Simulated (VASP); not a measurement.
Set up this calculation in VASP 6.6.1, as the native input.

| Quantity | Value |
| --- | --- |
| Task | single point |
| Functional | PBE |
| Potentials or basis | VASP PAW PBE potentials, release 64 (Si, Ge_d) |
| Cutoff | 520 eV |
| k mesh | 16 × 16 × 16 |
| Occupations | gaussian, width 0.1 eV |
| Spin | no spin polarisation |
| Dipole correction | no |
| Further INCAR settings | ALGO = Normal; EDIFF = 1e-06; NBANDS = 31 |

The structure of SiGe3 lies in POSCAR:

```
SiGe3
1.0
   -1.9862500347      1.9862500347      4.6908504336
    1.9862500347     -1.9862500347      4.6908504336
    1.9862500347      1.9862500347     -4.6908504336
Si Ge
1 3
Direct
    0.5000000000      0.5000000000      0.0000000000
    0.0000000000      0.0000000000      0.0000000000
    0.7500000000      0.2500000000      0.5000000000
    0.2500000000      0.7500000000      0.5000000000
```

These files were run (other wordings do the same):

INCAR

```
  PREC = Accurate
  ENCUT = 520
  EDIFF = 1E-6
  ISMEAR = 0
  SIGMA = 0.1
  LREAL = False
  LASPH = True
  NELM = 80
  ALGO = Normal
  ISIF = 2
  LWAVE = False
  LCHARG = False
  GGA = PE
  NBANDS = 31
```

KPOINTS

```
regular mesh
0
Gamma
  16 16 16
```

Potentials or basis: VASP PAW PBE potentials, release 64 (Si, Ge_d).

The run is started by

```sh
$ cat potpaw_PBE.64/Si/POTCAR potpaw_PBE.64/Ge_d/POTCAR > POTCAR
$ mpirun -np 1 vasp_std > vasp.out
```

Results of the run:

```yaml
Pressure: 0.0 GPa
Band_gap_on_the_k_mesh: zero (bands 23 and 24 overlap by 3.39 eV)
```

It took 29 min on 1 thread of Intel Xeon 8259CL (shared host), peak memory 0.73 GiB.
